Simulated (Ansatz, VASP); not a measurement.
## Two plane-wave programs on As

Contents of INCAR:

```
SYSTEM = As
PREC = Accurate
ENCUT = 500
EDIFF = 1E-6
ISMEAR = 0
SIGMA = 0.6
LREAL = .FALSE.
LASPH = .TRUE.
NELM = 120
ALGO = Normal
ISIF = 2
LWAVE = .FALSE.
LCHARG = .FALSE.
GGA = CA
NBANDS = 12
GGA_COMPAT = .FALSE.
```

Contents of KPOINTS:

```
regular mesh
0
G
  10 10 10
  0 0 0
```

File POSCAR:

```
As
1.0
    1.8799878575      1.0854114956      3.3276505507
   -1.8799878575      1.0854114956      3.3276505507
    0.0000000000     -2.1708229912      3.3276505507
As
2
Direct
    0.7695128170      0.7695128170      0.7695128170
    0.2304871830      0.2304871830      0.2304871830
```

Input for Ansatz:

```yaml
crystal:
  lattice:
    - [1.8799878575, 1.0854114956, 3.3276505507]
    - [-1.8799878575, 1.0854114956, 3.3276505507]
    - [0.0, -2.1708229912, 3.3276505507]
  atoms:
    - { symbol: As, position: [0.769512817, 0.769512817, 0.769512817] }
    - { symbol: As, position: [0.230487183, 0.230487183, 0.230487183] }
hamiltonian:
  xc: lda
  pseudopotentials:
    kind: paw
    azcp:
      As: "pseudopotentials/As.paw.azcp"
basis:
  ecutwfc: 420
  fft_grid_basis: typed
kpoints:
  mp_grid: { grid: [10, 10, 10], shift: [0, 0, 0] }
magnetization:
  spin_polarized: false
scf:
  occupations: { method: gaussian, width: 0.6 }
  lower_state_search: "off"
output:
  stress: true
```

Alike in both runs: task single point; functional LDA; k mesh 10 × 10 × 10; occupations gaussian, width 0.6 eV; no spin polarisation.

```csv
,VASP,Ansatz
version,VASP 6.6.1,Ansatz 0.2.0
potentials or method,"VASP PAW LDA potentials, release 64 (As), cutoff 500 eV","plane waves (420 eV) with PAW, scalar-relativistic"
valence electrons in the cell,10,30
```

Ansatz gave:

| Item | Value |
| --- | --- |
| pressure (GPa) | 0.0 |
| traceless stress, the component that is largest in VASP (GPa) | 0.27 |

Task: What did VASP give for the same quantities?

Result: Pressure (GPa): 0.5; traceless stress, the component that is largest in VASP (GPa): 0.16.

Ansatz warns that its potentials were made for another functional, while VASP's fit it. LDA's correlation is that of Perdew and Zunger in VASP and of Perdew and Wang (1992) in Ansatz. VASP's potentials hold 10 valence electrons a cell and Ansatz's 30, so a difference there can come from the potentials and not from the codes.
